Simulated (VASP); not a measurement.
Set up this calculation in VASP 6.6.1, as the native input.

```
Task                   : relaxation of cell and atoms
Functional             : PBE
Potentials or basis    : VASP PAW PBE potentials, release 64 (Ag, Br)
Cutoff                 : 500 eV
k mesh                 : 8 × 8 × 8
Occupations            : gaussian, width 0.02 eV
Spin                   : no spin polarisation
Dipole correction      : no
Further INCAR settings : ALGO = Normal; EDIFF = 1e-07; IBRION = 2; EDIFFG = -0.003; NSW = 50; ISIF = 3
```

The structure of AgBr (ae) lies in POSCAR:

```
AgBr
1.0
    0.0000000000      2.9323892184      2.9323892184
    2.9323892184      0.0000000000      2.9323892184
    2.9323892184      2.9323892184      0.0000000000
Ag Br
1 1
Direct
    0.0000000000      0.0000000000      0.0000000000
    0.5000000000      0.5000000000      0.5000000000
```

These files were run (other wordings do the same):

INCAR

```
PREC = Accurate
ENCUT = 500
EDIFF = 1E-7
ISMEAR = 0
SIGMA = 0.02
LREAL = F
LASPH = T
NELM = 120
ALGO = Normal
ISIF = 3
LWAVE = F
LCHARG = F
GGA = PE
IBRION = 2
NSW = 50
EDIFFG = -0.003
GGA_COMPAT = F
NELMIN = 4
```

KPOINTS

```
Automatic mesh
0
Gamma
  8 8 8
```

Potentials or basis: VASP PAW PBE potentials, release 64 (Ag, Br).

Command:

```console
$ cat potpaw_PBE.64/Ag/POTCAR potpaw_PBE.64/Br/POTCAR > POTCAR
$ mpirun -np 1 vasp_std > vasp.out
```

It gave:

```json
{"Relaxed volume": "24.88 Å³/atom", "Relaxed cell": "a = 4.129 Å, b = 4.129 Å, c = 4.129 Å, α = 60.00°, β = 60.00°, γ = 60.00°", "Space group after relaxing (to 0.05 Å)": "Fm-3m (No. 225)", "Energy gained by relaxing": "0.5 meV/atom", "Ionic steps": "3", "Pressure after relaxing": "0.0 GPa", "Band gap on the k mesh": "0.69 eV, indirect (least direct gap 2.44 eV)"}
```

Run time: 72 s on 1 thread of Intel Xeon 8259CL, on a shared host, peak memory 0.18 GiB.
